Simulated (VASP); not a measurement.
# BP (l.bA) (F-43m) in VASP: further runs

The runs below take BP (l.bA) through single point, relaxation of cell and atoms, with LDA.

All numbers are computed with VASP 6.6.1; they aren't measurements. Logs are shortened: lines on timing, memory, paths and dates and some standing lists are left out, and cuts for length are marked.

## 1. The cell of the first run

Symmetry: F-43m, No. 216, cubic system. The conventional cell has a = 4.491 Å, b = 4.491 Å, c = 4.491 Å, α = 90.00°, β = 90.00°, γ = 90.00°. B (site symmetry -43m) has 4 P at 1.94 Å within 2.6 Å. Within 2.6 Å of P (site symmetry -43m) lie 4 B at 1.94 Å.

## 2. Single point, LDA

Input file INCAR:

```
SYSTEM = BP
PREC     = Accurate       ! precision mode
ENCUT    = 500            ! plane-wave cutoff, eV
EDIFF    = 1E-6           ! SCF threshold, eV
ISMEAR   = 0              ! smearing method
SIGMA    = 0.02           ! smearing width, eV
LREAL    = .False.        ! projectors in reciprocal space
LASPH    = .True.         ! aspherical terms in the spheres
NELM     = 120            ! most SCF steps
ALGO     = Normal         ! electronic algorithm
ISIF     = 2              ! what is computed and relaxed
LWAVE    = .False.        ! write WAVECAR
LCHARG   = .False.        ! write CHGCAR
NBANDS   = 11             ! bands
GGA_COMPAT= .False.
```

Input file KPOINTS:

```
Automatic mesh
0
Gamma
  10 10 10
  0 0 0
```

Input file POSCAR:

```
BP
1.0
    0.0000000000      2.2453789970      2.2453789970
    2.2453789970      0.0000000000      2.2453789970
    2.2453789970      2.2453789970      0.0000000000
B P
1 1
Direct
    0.0000000000      0.0000000000      0.0000000000
    0.2500000000      0.2500000000      0.2500000000
```

Potentials or basis: VASP PAW LDA potentials, release 64 (B, P).

The run is started by

```bash
cat potpaw_LDA.64/B/POTCAR potpaw_LDA.64/P/POTCAR > POTCAR
mpirun -np 1 vasp_std > vasp.out
```

OUTCAR:

```text
SYSTEM = BP
   PREC = Accurate
   ENCUT = 500
   EDIFF = 1E-6
   ISMEAR = 0
   LREAL = .False.
   LASPH = .True.
   NELM = 120
   ISIF = 2

 ion  position               nearest neighbor table
   1  0.000  0.000  0.000-   2 1.94   2 1.94   2 1.94   2 1.94
   2  0.250  0.250  0.250-   1 1.94   1 1.94   1 1.94   1 1.94

  LATTYP: Found a face centered cubic cell.
 ALAT       =     4.4907579940

  Lattice vectors:

 A1 = (   0.0000000000,   2.2453789970,   2.2453789970)
 A2 = (   2.2453789970,   0.0000000000,   2.2453789970)
 A3 = (   2.2453789970,   2.2453789970,   0.0000000000)

Analysis of symmetry for initial positions (statically):
=====================================================================
 Subroutine PRICEL returns:
 Original cell was already a primitive cell.

 Routine SETGRP: Setting up the symmetry group for a
 face centered cubic supercell.

 Subroutine GETGRP returns: Found 24 space group operations
 (whereof 24 operations were pure point group operations)
 out of a pool of 48 trial point group operations.

The static configuration has the point symmetry T_d .

Analysis of symmetry for dynamics (positions and initial velocities):
=====================================================================
 Subroutine PRICEL returns:
 Original cell was already a primitive cell.

 Routine SETGRP: Setting up the symmetry group for a
 face centered cubic supercell.

 Subroutine GETGRP returns: Found 24 space group operations
 (whereof 24 operations were pure point group operations)
 out of a pool of 48 trial point group operations.

The dynamic configuration has the point symmetry T_d .

 Subroutine INISYM returns: Found 24 space group operations
 (whereof 24 operations are pure point group operations),
 and found     1 'primitive' translations

----------------------------------------------------------------------------------------

                                     Primitive cell

  volume of cell :      22.6412

  direct lattice vectors                    reciprocal lattice vectors
     0.000000000  2.245378997  2.245378997    -0.222679557  0.222679557  0.222679557
     2.245378997  0.000000000  2.245378997     0.222679557 -0.222679557  0.222679557
     2.245378997  2.245378997  0.000000000     0.222679557  0.222679557 -0.222679557

  length of vectors
     3.175445430  3.175445430  3.175445430     0.385692306  0.385692306  0.385692306

  position of ions in fractional coordinates (direct lattice)
     0.000000000  0.000000000  0.000000000
     0.250000000  0.250000000  0.250000000

  ion indices of the primitive-cell ions
[... 79 lines left out ...]
   IBRION =     -1    ionic relax: 0-MD 1-quasi-New 2-CG
   NFREE  =      0    steps in history (QN), initial steepest desc. (CG)
   ISIF   =      2    stress and relaxation
   ISYM   =      2    0-nonsym 1-usesym 2-fastsym
   POTIM  = 0.5000    time-step for ionic-motion
   TEBEG  =    0.0;   TEEND  =   0.0 temperature during run
   PSTRESS=    0.0 pullay stress
   NELECT =       8.0000    total number of electrons
   NUPDOWN=      -1.0000    fix difference up-down
   EMIN   =  10.00;   EMAX   =-10.00  energy-range for DOS
   EFERMI =   0.00;   METHOD = LEGACY
   ISMEAR =     0;   SIGMA  =   0.02  broadening in eV -4-tet -1-fermi 0-gaus
   EFERMI_NEDOS =   21; number of points for ismear=-14 and -15
   IALGO  =     38    algorithm
   IMIX   =      4    mixing-type and parameters
     AMIX     =   0.40;   BMIX     =  1.00
     AMIX_MAG =   1.60;   BMIX_MAG =  1.00
  volume/ion in A,a.u.               =      11.32        76.40
  Fermi-wavevector in a.u.,A,eV,Ry     =   1.157369  2.187110 18.225044  1.339503
  Thomas-Fermi vector in A             =   2.293981
   LORBIT       =      0    0 simple, 1 ext, 2 COOP (PROOUT), +10 PAW based schemes
   GGA     = CA    functional components
   LHFCALC =     F    Hartree Fock is set to
   AEXX    =    0.0000 exact exchange contribution
   IVDW    =     0    specifies the selected vdW correction
   LEPSILON=     F    determine dielectric tensor
   LRPA    =     F    only Hartree local field effects (RPA)
 non-spin polarized calculation
 Gauss-broadening in eV      SIGMA  =   0.02
  energy-cutoff  :      500.00
  volume of cell :       22.64
 maximum number of plane-waves:       589
   NGX = 11   NGY = 11   NGZ = 11

 number of electron       8.0000001 magnetization

 Free energy of the ion-electron system (eV)
  ---------------------------------------------------
  ext. energy  EPLUGINS =         0.00000000
  ---------------------------------------------------
  free energy    TOTEN  =       -14.39907484 eV

  energy without entropy =      -14.39907484  energy(sigma->0) =      -14.39907484

 E-fermi :   7.8948     XC(G=0): -11.2180

 val. band max:        7.7847059726   @ k =   0.0000   0.0000   0.0000
 cond. band min:       8.9356055624   @ k =   0.4000   0.4000   0.0000
 fundamental gap:      1.1508995898
 Fermi energy:         7.8948323531

 k-point     1 :       0.0000    0.0000    0.0000
  band No.  band energies     occupation
      1      -7.8849      2.00000
      2       7.7847      2.00000
      3       7.7847      2.00000
      4       7.7847      2.00000
      5      11.2133      0.00000
      6      11.2133      0.00000
      7      11.2133      0.00000
      8      15.6365      0.00000
      9      19.2649      0.00000
     10      20.0592      0.00000
     11      20.0592      0.00000
[... 309 lines left out ...]
 k-point    24 :       0.4000    0.3000    0.0000
  band No.  band energies     occupation
      1      -4.8677      2.00000
      2       1.6299      2.00000
      3       3.6236      2.00000
      4       4.1800      2.00000
      5       9.5242      0.00000
      6      11.3199      0.00000
      7      17.3990      0.00000
      8      17.4240      0.00000
      9      21.9852      0.00000
     10      23.2469      0.00000
     11      25.0857      0.00000

 [... further k-points ...]
[... 5 lines left out ...]
  --------------------------------------------------------------------------------------
  -------------------------------------------------------------------------------------
  Total       -0.0198459     -0.0198459     -0.0198459      0.0000000      0.0000000      0.0000000
  in kB       -1.4043733     -1.4043733     -1.4043733      0.0000000      0.0000000      0.0000000
  external PRESSURE =      -1.4043733 kB  Pullay stress =       0.0000000 kB

 VOLUME and BASIS-vectors are now :
 -----------------------------------------------------------------------------
  energy-cutoff  :      500.00
  volume of cell :       22.64
      direct lattice vectors                 reciprocal lattice vectors
     0.000000000  2.245378997  2.245378997    -0.222679557  0.222679557  0.222679557
     2.245378997  0.000000000  2.245378997     0.222679557 -0.222679557  0.222679557
     2.245378997  2.245378997  0.000000000     0.222679557  0.222679557 -0.222679557

 POSITION                                       TOTAL-FORCE (eV/Angst)
 -----------------------------------------------------------------------------------
      0.00000      0.00000      0.00000         0.000000     -0.000000      0.000000
      1.12269      1.12269      1.12269        -0.000000      0.000000     -0.000000
 -----------------------------------------------------------------------------------
    total drift:                                0.000000      0.000000      0.000000

  FREE ENERGIE OF THE ION-ELECTRON SYSTEM (eV)
  ---------------------------------------------------
  free  energy   TOTEN  =       -14.3990748403 eV

  energy  without entropy=      -14.3990748403  energy(sigma->0) =      -14.39907484
```

stdout:

```text
POSCAR found type information on POSCAR B P
 POSCAR found :  2 types and       2 ions
 scaLAPACK will be used
 LDA part: xc-table for (Slater(with rela. corr.)+CA(PZ))
 , standard interpolation
 POSCAR, INCAR and KPOINTS ok, starting setup
 FFT: planning ... GRIDC
 FFT: planning ... GRID_SOFT
 FFT: planning ... GRID
 WAVECAR not read
 entering main loop
```

Wall time 11 s (1 thread of AMD EPYC 7R43 (Zen 3), shared host); peak memory 0.09 GiB.

Results:

| Quantity | Value |
| --- | --- |
| Free energy | -14.3991 eV |
| Pressure | -0.1 GPa |
| Band gap on the k mesh | 1.15 eV, indirect (least direct gap 3.43 eV) |

## 3. Relaxation of cell and atoms, LDA

This run uses another cell than the first one, of 11.54 Å³/atom, 1.020 times its volume.

Input file INCAR:

```
SYSTEM = BP
PREC     = Accurate       ! precision mode
ENCUT    = 500            ! plane-wave cutoff, eV
EDIFF    = 1E-7           ! SCF threshold, eV
ISMEAR   = 0              ! smearing method
SIGMA    = 0.02           ! smearing width, eV
LREAL    = .False.        ! projectors in reciprocal space
LASPH    = .True.         ! aspherical terms in the spheres
NELM     = 120            ! most SCF steps
ALGO     = Normal         ! electronic algorithm
ISIF     = 3              ! what is computed and relaxed
LWAVE    = .False.        ! write WAVECAR
LCHARG   = .False.        ! write CHGCAR
GGA      = CA             ! functional
IBRION   = 2              ! ionic algorithm
NSW      = 100            ! ionic steps
EDIFFG   = -0.002         ! ionic threshold
GGA_COMPAT= .False.      
NELMIN   = 4
```

KPOINTS is that of step 2.

Input file POSCAR:

```
BP
1.0
    0.0000000000      2.2600000000      2.2600000000
    2.2600000000      0.0000000000      2.2600000000
    2.2600000000      2.2600000000      0.0000000000
B P
1 1
Direct
    0.0000000000      0.0000000000      0.0000000000
    0.2500000000      0.2500000000      0.2500000000
```

Potentials or basis: VASP PAW LDA potentials, release 64 (B, P).

The run is started by

```bash
cat potpaw_LDA.64/B/POTCAR potpaw_LDA.64/P/POTCAR > POTCAR
mpirun -np 1 vasp_std > vasp.out
```

OUTCAR:

```text
SYSTEM = BP
   PREC = Accurate
   ENCUT = 500
   EDIFF = 1E-7
   ISMEAR = 0
   LREAL = .False.
   LASPH = .True.
   NELM = 120
   ISIF = 3
   GGA = CA
   IBRION = 2
   NSW = 100
   EDIFFG = -0.002
   NELMIN = 4

 ion  position               nearest neighbor table
   1  0.000  0.000  0.000-   2 1.96   2 1.96   2 1.96   2 1.96
   2  0.250  0.250  0.250-   1 1.96   1 1.96   1 1.96   1 1.96

  LATTYP: Found a face centered cubic cell.
 ALAT       =     4.5200000000

  Lattice vectors:

 A1 = (   0.0000000000,   2.2600000000,   2.2600000000)
 A2 = (   2.2600000000,   0.0000000000,   2.2600000000)
 A3 = (   2.2600000000,   2.2600000000,   0.0000000000)

Analysis of symmetry for initial positions (statically):
=====================================================================
[... 252 lines left out ...]

  energy without entropy =      -14.39926882  energy(sigma->0) =      -14.39926882

 E-fermi :   7.9542     XC(G=0): -11.2211

 val. band max:        7.7940111490   @ k =   0.0000   0.0000   0.0000
 cond. band min:       8.9440092543   @ k =   0.4000   0.4000   0.0000
 fundamental gap:      1.1499981054
 Fermi energy:         7.9541745731

 k-point     1 :       0.0000    0.0000    0.0000
  band No.  band energies     occupation
      1      -7.8824      2.00000
      2       7.7940      2.00000
      3       7.7940      2.00000
      4       7.7940      2.00000
      5      11.2239      0.00000
      6      11.2239      0.00000
      7      11.2239      0.00000
      8      15.6577      0.00000
[... 243 lines left out ...]
 k-point    24 :       0.4000    0.3000    0.0000
  band No.  band energies     occupation
      1      -4.8633      2.00000
      2       1.6375      2.00000
      3       3.6300      2.00000
      4       4.1869      2.00000
      5       9.5330      0.00000
      6      11.3291      0.00000
      7      17.4132      0.00000
      8      17.4390      0.00000

 [... further k-points ...]
[... 5 lines left out ...]
  --------------------------------------------------------------------------------------
  -------------------------------------------------------------------------------------
  Total       -0.0009786     -0.0009786     -0.0009786     -0.0000000      0.0000000     -0.0000000
  in kB       -0.0693011     -0.0693011     -0.0693011     -0.0000000      0.0000000     -0.0000000
  external PRESSURE =      -0.0693011 kB  Pullay stress =       0.0000000 kB
[... 17 lines left out ...]
  FREE ENERGIE OF THE ION-ELECTRON SYSTEM (eV)
  ---------------------------------------------------
  free  energy   TOTEN  =       -14.3992688250 eV

  energy  without entropy=      -14.3992688250  energy(sigma->0) =      -14.39926882

 reached required accuracy - stopping structural energy minimisation
```

CONTCAR:

```text
BP
   1.00000000000000
     0.0000000000000000    2.2448081391594297    2.2448081391594297
     2.2448081391594297   -0.0000000000000000    2.2448081391594297
     2.2448081391594297    2.2448081391594297   -0.0000000000000000
  B               P
     1     1
Direct
     0.0000000000000000    0.0000000000000000    0.0000000000000000
     0.2500000000000000    0.2500000000000000    0.2500000000000000

  0.00000000E+00  0.00000000E+00  0.00000000E+00
  0.00000000E+00  0.00000000E+00  0.00000000E+00
```

Run time: 16 s. Hardware: 1 thread of AMD EPYC 7R43 (Zen 3), shared host; peak memory 0.09 GiB.

What came out:

```
Free energy                            : -14.3993 eV
Relaxed volume                         : 11.31 Å³/atom
Relaxed cell                           : a = 3.175 Å, b = 3.175 Å, c = 3.175 Å, α = 60.00°, β = 60.00°, γ = 60.00°
Space group after relaxing (to 0.05 Å) : F-43m (No. 216)
Energy gained by relaxing              : 2.5 meV/atom
Ionic steps                            : 3
Pressure after relaxing                : 0.0 GPa
Band gap on the k mesh                 : 1.15 eV, indirect (least direct gap 3.43 eV)
```

The path:
```tsv
step	energy change (eV)	largest force (eV/Å)	pressure (GPa)	volume (Å³)
1	0.0000	0.0000	-3.42	23.09
2	-0.0020	0.0000	2.82	22.27
3	-0.0050	0.0000	-0.01	22.62
```

Final structure:
```xyz
2
Lattice="0.0000 2.2448 2.2448 2.2448 0.0000 2.2448 2.2448 2.2448 0.0000" Properties=species:S:1:pos:R:3 pbc="T T T"
B     0.0000    0.0000    0.0000
P     1.1224    1.1224    1.1224
```

A k mesh can miss the band edges.
